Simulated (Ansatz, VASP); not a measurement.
# Two plane-wave programs on F

Contents of INCAR:

```
SYSTEM = F
PREC = Accurate
ENCUT = 520
EDIFF = 1E-6
ISMEAR = 0
SIGMA = 0.05
LREAL = .FALSE.
LASPH = .TRUE.
NELM = 60
ALGO = Normal
ISIF = 2
LWAVE = .FALSE.
LCHARG = .FALSE.
GGA = PS
NBANDS = 22
```

File KPOINTS:

```
regular mesh
0
G
  4 4 2
  0 0 0
```

File POSCAR:

```
F
1.0
    3.0680205209     -1.6804503409     -0.2366322099
    3.0680205209      1.6804503409     -0.2366322099
   -2.3317142259      0.0000000000      6.7400156646
F
4
Direct
    0.0848459664      0.0848459664      0.0940038325
    0.9151540336      0.9151540336      0.9059961675
    0.5015719855      0.5015719855      0.5937195244
    0.4984280145      0.4984280145      0.4062804756
```

Input for Ansatz:

```yaml
crystal:
  lattice:
    - [3.0680205209, -1.6804503409, -0.2366322099]
    - [3.0680205209, 1.6804503409, -0.2366322099]
    - [-2.3317142259, 0.0, 6.7400156646]
  atoms:
    - { symbol: F, position: [0.0848459664, 0.0848459664, 0.0940038325] }
    - { symbol: F, position: [0.9151540336, 0.9151540336, 0.9059961675] }
    - { symbol: F, position: [0.5015719855, 0.5015719855, 0.5937195244] }
    - { symbol: F, position: [0.4984280145, 0.4984280145, 0.4062804756] }
basis:
  ecutwfc: 520.0
kpoints:
  mp_grid: { grid: [4, 4, 2] }
hamiltonian:
  xc: pbesol
scf:
  occupations: { method: gaussian, width: 0.05 }
output:
  forces: true
  stress: true
  eigenvalues: true
```

Change from the starting cell: volume 16.911 Å^3 an atom, stretch along a over the lengths across it, relative to the relaxed cell 1.0493.

Alike in both runs: task single point; functional PBEsol; k mesh 4 × 4 × 2; occupations gaussian, width 0.05 eV; no spin polarisation.

```csv
,VASP,Ansatz
version,VASP 6.6.1,Ansatz 0.2.0
potentials or method,"VASP PAW PBE potentials, release 64 (F), cutoff 520 eV","scalar-relativistic, plane waves, PAW"
valence electrons in the cell,28,28
```

|  | VASP | Ansatz | Ansatz less VASP |
| --- | --- | --- | --- |
| gap on the k mesh at the Fermi level (eV) | 3.87 | 3.97 | +0.100 |
| least direct gap on the mesh (eV) | 4.00 | 4.10 | +0.100 |
| pressure (GPa) | 8.0 | 7.2 | -0.76 |
| traceless stress, the component that is largest in VASP (GPa) | 12.99 | 10.86 | -2.128 |
| rms of the force components (eV/Å) | 2.246 | 1.876 | -0.3700 |

VASP's potentials were made for PBE, not for PBEsol. Atom by atom the forces differ by 0.370 eV/Å (rms over components).

The k mesh is coarse, so the values compare programs but aren't converged.
